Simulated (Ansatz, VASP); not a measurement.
## Two plane-wave programs on Ir

```
Ir
1.0
     0.00000    2.01891    2.01891
     2.01891    0.00000    2.01891
     2.01891    2.01891    0.00000
Ir
1
Direct
  0.00000 0.00000 0.00000
```

Alike in both runs: task relaxation of cell and atoms; functional r2SCAN; k mesh 8 × 8 × 8; occupations gaussian, width 0.1 eV; no spin polarisation.

|  | VASP | Ansatz |
| --- | --- | --- |
| version | VASP 6.6.1 | Ansatz 0.2.0 |
| potentials or method | VASP PAW PBE potentials, release 64 (Ir), cutoff 600 eV | scalar-relativistic, plane waves, PAW |
| valence electrons in the cell | 9 | 17 |

```tsv
	VASP	Ansatz	Ansatz less VASP
gap on the k mesh at the Fermi level, each at its own relaxed structure (eV)	none	none	-
relaxed volume (Å³/atom)	14.34	14.26	-0.079
relaxed cell length with the largest relative difference (Å)	2.727	2.722	-0.0050
```

VASP's potentials were made for PBE, not for r2SCAN. A gap of «none» marks a metal or a gap that the smearing closes. VASP's potentials hold 9 valence electrons a cell and Ansatz's 17, so a difference there can come from the potentials and not from the codes.

Spin-orbit coupling is off throughout.
